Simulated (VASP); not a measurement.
# YBe in VASP: further runs

The runs below take YBe through relaxation of cell and atoms, single point, with PBE.

Everything below comes from runs of VASP 6.6.1. Logs are shortened: lines on timing, memory, paths and dates and some standing lists are left out, and cuts for length are marked.

## (1) The cell of the first run

It takes space group Pm-3m (No. 221, cubic). The conventional cell has a = 3.278 Å, b = 3.278 Å, c = 3.278 Å, α = 90.00°, β = 90.00°, γ = 90.00°. Y (site symmetry m-3m) has 8 Be at 2.84 Å and 6 Y at 3.28 Å within 3.7 Å. Within 3.7 Å of Be (site symmetry m-3m) lie 8 Y at 2.84 Å and 6 Be at 3.28 Å.

## (2) Relaxation of cell and atoms, PBE

Input file INCAR:

```
SYSTEM = YBe
PREC = Accurate
ENCUT = 600
EDIFF = 1E-7
ISMEAR = 0
SIGMA = 0.1
LREAL = .FALSE.
LASPH = .TRUE.
NELM = 60
ALGO = Normal
ISIF = 3
LWAVE = .FALSE.
LCHARG = .FALSE.
GGA = PE
IBRION = 2
NSW = 90
EDIFFG = -0.04
```

Input file KPOINTS:

```
regular mesh
0
G
  6 6 6
  0 0 0
```

Input file POSCAR:

```
YBe
1.0
    3.2778242459      0.0000000000      0.0000000000
    0.0000000000      3.2778242459      0.0000000000
    0.0000000000      0.0000000000      3.2778242459
Y Be
1 1
Direct
    0.0000000000      0.0000000000      0.0000000000
    0.5000000000      0.5000000000      0.5000000000
```

Potentials or basis: VASP PAW PBE potentials, release 64 (Y_sv, Be).

Run with:

```sh
$ cat potpaw_PBE.64/Y_sv/POTCAR potpaw_PBE.64/Be/POTCAR > POTCAR
$ mpirun -np 1 vasp_std > vasp.out
```

OUTCAR:

```text
SYSTEM = YBe
   PREC = Accurate
   ENCUT = 600
   EDIFF = 1E-7
   ISMEAR = 0
   LREAL = .FALSE.
   LASPH = .TRUE.
   NELM = 60
   ISIF = 3
   GGA = PE
   IBRION = 2
   NSW = 90
   EDIFFG = -0.04

 ion  position               nearest neighbor table
   1  0.000  0.000  0.000-   2 2.84   2 2.84   2 2.84   2 2.84   2 2.84   2 2.84   2 2.84   2 2.84

   2  0.500  0.500  0.500-   1 2.84   1 2.84   1 2.84   1 2.84   1 2.84   1 2.84   1 2.84   1 2.84

  LATTYP: Found a simple cubic cell.
 ALAT       =     3.2778242459

  Lattice vectors:

 A1 = (   3.2778242459,   0.0000000000,   0.0000000000)
 A2 = (   0.0000000000,   3.2778242459,   0.0000000000)
 A3 = (   0.0000000000,   0.0000000000,   3.2778242459)

Analysis of symmetry for initial positions (statically):
=====================================================================
 Subroutine PRICEL returns:
 Original cell was already a primitive cell.

 Routine SETGRP: Setting up the symmetry group for a
 simple cubic supercell.

 Subroutine GETGRP returns: Found 48 space group operations
 (whereof 48 operations were pure point group operations)
 out of a pool of 48 trial point group operations.

The static configuration has the point symmetry O_h .

Analysis of symmetry for dynamics (positions and initial velocities):
=====================================================================
 Subroutine PRICEL returns:
 Original cell was already a primitive cell.

 Routine SETGRP: Setting up the symmetry group for a
 simple cubic supercell.

 Subroutine GETGRP returns: Found 48 space group operations
 (whereof 48 operations were pure point group operations)
 out of a pool of 48 trial point group operations.

The dynamic configuration has the point symmetry O_h .

 Subroutine INISYM returns: Found 48 space group operations
 (whereof 48 operations are pure point group operations),
 and found     1 'primitive' translations

----------------------------------------------------------------------------------------

                                     Primitive cell

  volume of cell :      35.2174

  direct lattice vectors                    reciprocal lattice vectors
     3.277824246  0.000000000  0.000000000     0.305080421  0.000000000  0.000000000
     0.000000000  3.277824246  0.000000000     0.000000000  0.305080421  0.000000000
     0.000000000  0.000000000  3.277824246     0.000000000  0.000000000  0.305080421

  length of vectors
     3.277824246  3.277824246  3.277824246     0.305080421  0.305080421  0.305080421

  position of ions in fractional coordinates (direct lattice)
     0.000000000  0.000000000  0.000000000
     0.500000000  0.500000000  0.500000000

  ion indices of the primitive-cell ions
   primitive index   ion index
                 1           1
                 2           2

----------------------------------------------------------------------------------------

 KPOINTS: regular mesh

Automatic generation of k-mesh.
 Grid dimensions read from file:
 generate k-points for:    6    6    6

 Generating k-lattice:

  Cartesian coordinates                     Fractional coordinates (reciprocal lattice)
     0.050846737  0.000000000  0.000000000     0.166666667  0.000000000  0.000000000
     0.000000000  0.050846737  0.000000000     0.000000000  0.166666667  0.000000000
     0.000000000  0.000000000  0.050846737     0.000000000  0.000000000  0.166666667

  Length of vectors
     0.050846737  0.050846737  0.050846737

  Shift w.r.t. Gamma in fractional coordinates (k-lattice)
     0.000000000  0.000000000  0.000000000

 Subroutine IBZKPT returns following result:
 ===========================================

 Found     20 irreducible k-points:

 Following reciprocal coordinates:
            Coordinates               Weight
  0.000000  0.000000  0.000000      1.000000
  0.166667  0.000000  0.000000      6.000000
  0.333333  0.000000  0.000000      6.000000
  0.500000  0.000000  0.000000      3.000000
  0.166667  0.166667  0.000000     12.000000
  0.333333  0.166667  0.000000     24.000000
[... 12 lines left out ...]
  0.500000  0.500000  0.333333      6.000000
  0.500000  0.500000  0.500000      1.000000
   k-points           NKPTS =     20   k-points in BZ     NKDIM =     20   number of bands    NBANDS=     10
   number of dos      NEDOS =    301   number of ions     NIONS =      2
   total plane-waves  NPLWV =  21952
   dimension x,y,z NGX =    28 NGY =   28 NGZ =   28
   dimension x,y,z NGXF=    56 NGYF=   56 NGZF=   56
   ions per type =               1   1
   NGX,Y,Z   is equivalent  to a cutoff of  14.20, 14.20, 14.20 a.u.
   NGXF,Y,Z  is equivalent  to a cutoff of  28.40, 28.40, 28.40 a.u.
 SYSTEM =  YBe
   PREC   = accura    normal or accurate (medium, high low for compatibility)
   ISTART =      0    job   : 0-new  1-cont  2-samecut
   ICHARG =      2    charge: 1-file 2-atom 10-const
   ISPIN  =      1    spin polarized calculation?
   LNONCOLLINEAR =      F non collinear calculations
   LSORBIT =      F    spin-orbit coupling
   LASPH  =      T    aspherical Exc in radial PAW
   ENCUT  =  600.0 eV  44.10 Ry    6.64 a.u.   6.55  6.55  6.55*2*pi/ulx,y,z
   NELM   =     60;   NELMIN=  2; NELMDL= -5     # of ELM steps
   EDIFF  = 0.1E-06   stopping-criterion for ELM
   LREAL  =      F    real-space projection
   EDIFFG = -.4E-01   stopping-criterion for IOM
   NSW    =     90    number of steps for IOM
   IBRION =      2    ionic relax: 0-MD 1-quasi-New 2-CG
   NFREE  =      1    steps in history (QN), initial steepest desc. (CG)
   ISIF   =      3    stress and relaxation
   ISYM   =      2    0-nonsym 1-usesym 2-fastsym
   POTIM  = 0.5000    time-step for ionic-motion
   TEBEG  =    0.0;   TEEND  =   0.0 temperature during run
   PSTRESS=    0.0 pullay stress
   NELECT =      13.0000    total number of electrons
   NUPDOWN=      -1.0000    fix difference up-down
   EMIN   =  10.00;   EMAX   =-10.00  energy-range for DOS
   EFERMI =   0.00;   METHOD = LEGACY
   ISMEAR =     0;   SIGMA  =   0.10  broadening in eV -4-tet -1-fermi 0-gaus
   EFERMI_NEDOS =   21; number of points for ismear=-14 and -15
   IALGO  =     38    algorithm
   IMIX   =      4    mixing-type and parameters
     AMIX     =   0.40;   BMIX     =  1.00
     AMIX_MAG =   1.60;   BMIX_MAG =  1.00
  volume/ion in A,a.u.               =      17.61       118.83
  Fermi-wavevector in a.u.,A,eV,Ry     =   1.174366  2.219231 18.764291  1.379136
  Thomas-Fermi vector in A             =   2.310765
   LORBIT       =      0    0 simple, 1 ext, 2 COOP (PROOUT), +10 PAW based schemes
   GGA     = PE    functional components
   LHFCALC =     F    Hartree Fock is set to
   AEXX    =    0.0000 exact exchange contribution
   IVDW    =     0    specifies the selected vdW correction
   LEPSILON=     F    determine dielectric tensor
   LRPA    =     F    only Hartree local field effects (RPA)
 conjugate gradient relaxation of ions
 non-spin polarized calculation
 Gauss-broadening in eV      SIGMA  =   0.10
  energy-cutoff  :      600.00
  volume of cell :       35.22
 maximum number of plane-waves:      1208
 NGX is ok and might be reduce to    28
   NGX = 13   NGY = 13   NGZ = 13

--------------------------------------- Ionic step        1  -------------------------------------------

 number of electron      12.9999999 magnetization

 Free energy of the ion-electron system (eV)
  ---------------------------------------------------
  ext. energy  EPLUGINS =         0.00000000
  ---------------------------------------------------
  free energy    TOTEN  =        -9.89664961 eV

  energy without entropy =       -9.88076638  energy(sigma->0) =       -9.88870800

 E-fermi :   4.3142     XC(G=0): -10.3432

 val. band max:        4.2990414363   @ k =   0.1667   0.1667   0.1667
 cond. band min:       4.3325054986   @ k =   0.5000   0.1667   0.1667
 fundamental gap:      0.0334640622
 Fermi energy:         4.3142087343

 k-point     1 :       0.0000    0.0000    0.0000
  band No.  band energies     occupation
      1     -37.5852      2.00000
      2     -17.3125      2.00000
      3     -17.3125      2.00000
      4     -17.3125      2.00000
      5      -2.1787      2.00000
      6       4.0252      1.99996
      7       4.0252      1.99996
      8       8.8151      0.00000
      9       8.8151      0.00000
     10       8.8151      0.00000

 k-point     2 :       0.1667    0.0000    0.0000
  band No.  band energies     occupation
      1     -37.5681      2.00000
      2     -17.5111      2.00000
      3     -17.2938      2.00000
      4     -17.2938      2.00000
      5      -1.6997      2.00000
      6       3.9702      2.00000
      7       4.2359      1.73178
      8       7.5393      0.00000
      9       7.5393      0.00000
     10       8.6411      0.00000
[... 290 lines left out ...]
 POSITION                                       TOTAL-FORCE (eV/Angst)
 -----------------------------------------------------------------------------------
      0.00000      0.00000      0.00000        -0.000000     -0.000000      0.000000
      1.71770      1.71770      1.71770         0.000000      0.000000      0.000000
 -----------------------------------------------------------------------------------
    total drift:                               -0.000000     -0.000000     -0.000000

  FREE ENERGIE OF THE ION-ELECTRON SYSTEM (eV)
  ---------------------------------------------------
  free  energy   TOTEN  =       -10.0218834395 eV

  energy  without entropy=      -10.0102241805  energy(sigma->0) =      -10.01605381

--------------------------------------- Ionic step        3  -------------------------------------------

 number of electron      12.9999999 magnetization

 Free energy of the ion-electron system (eV)
  ---------------------------------------------------
  ext. energy  EPLUGINS =         0.00000000
  ---------------------------------------------------
  free energy    TOTEN  =       -10.02326318 eV

  energy without entropy =      -10.01113053  energy(sigma->0) =      -10.01719686

 E-fermi :   3.6072     XC(G=0):  -9.8530

 val. band max:        3.6054540936   @ k =   0.1667   0.1667   0.1667
 cond. band min:       3.6418351688   @ k =   0.1667   0.0000   0.0000
 fundamental gap:      0.0363810752
 Fermi energy:         3.6071979157

 k-point     1 :       0.0000    0.0000    0.0000
  band No.  band energies     occupation
      1     -38.6921      2.00000
      2     -18.4814      2.00000
      3     -18.4814      2.00000
      4     -18.4814      2.00000
      5      -2.6005      2.00000
      6       3.4587      1.96428
      7       3.4587      1.96428
      8       7.6944      0.00000
      9       7.6944      0.00000
     10       7.6944      0.00000

 k-point     2 :       0.1667    0.0000    0.0000
  band No.  band energies     occupation
      1     -38.6820      2.00000
      2     -18.6109      2.00000
      3     -18.4695      2.00000
      4     -18.4695      2.00000
      5      -2.1781      2.00000
      6       3.3154      1.99996
      7       3.6418      0.62424
      8       6.5343      0.00000
      9       6.5343      0.00000
     10       7.5006      0.00000
[... 254 lines left out ...]
 POSITION                                       TOTAL-FORCE (eV/Angst)
 -----------------------------------------------------------------------------------
      0.00000      0.00000      0.00000        -0.000000     -0.000000      0.000000
      1.70984      1.70984      1.70984         0.000000      0.000000     -0.000000
 -----------------------------------------------------------------------------------
    total drift:                               -0.000000     -0.000000     -0.000000

  FREE ENERGIE OF THE ION-ELECTRON SYSTEM (eV)
  ---------------------------------------------------
  free  energy   TOTEN  =       -10.0232631843 eV

  energy  without entropy=      -10.0111305308  energy(sigma->0) =      -10.01719686

 reached required accuracy - stopping structural energy minimisation
```

Run time: 30 s. Hardware: 1 thread of Intel Xeon 6975P-C, shared host; peak memory 0.18 GiB.

Results:

| Property | Result |
| --- | --- |
| Free energy | -10.0233 eV |
| Relaxed volume | 20.00 Å³/atom |
| Relaxed cell | a = 3.420 Å, b = 3.420 Å, c = 3.420 Å, α = 90.00°, β = 90.00°, γ = 90.00° |
| Space group after relaxing (to 0.05 Å) | Pm-3m (No. 221) |
| Energy gained by relaxing | 63.3 meV/atom |
| Ionic steps | 3 |
| Pressure after relaxing | 0.0 GPa |

Step by step:
| step | energy change (eV) | largest force (eV/Å) | pressure (GPa) | volume (Å³) |
| --- | --- | --- | --- | --- |
| 1 | 0.0000 | 0.0000 | 9.07 | 35.22 |
| 2 | -0.1252 | 0.0000 | -0.81 | 40.54 |
| 3 | -0.1266 | 0.0000 | 0.03 | 39.99 |

Final structure:
```xyz
2
Lattice="3.4197 0.0000 0.0000 0.0000 3.4197 0.0000 0.0000 0.0000 3.4197" Properties=species:S:1:pos:R:3 pbc="T T T"
Y     0.0000    0.0000    0.0000
Be    1.7098    1.7098    1.7098
```

Levels at points of the mesh, in eV from the Fermi level:
| k point | band 3 | band 4 | band 5 | band 6 | band 7 | band 8 | band 9 | band 10 |
| --- | --- | --- | --- | --- | --- | --- | --- | --- |
| (0.00, 0.00, 0.00) | -22.09 | -22.09 | -6.21 | -0.15 | -0.15 | 4.09 | 4.09 | 4.09 |
| (0.50, 0.00, 0.00) | -22.04 | -22.04 | -3.31 | -2.89 | 0.71 | 1.47 | 1.47 | 5.30 |
| (0.50, 0.50, 0.00) | -22.51 | -22.00 | -3.31 | -0.12 | -0.12 | 0.23 | 3.09 | 3.09 |
| (0.50, 0.50, 0.50) | -22.44 | -22.44 | -2.07 | -2.07 | -2.07 | 1.22 | 6.01 | 6.01 |

[end of part 1 of 2]
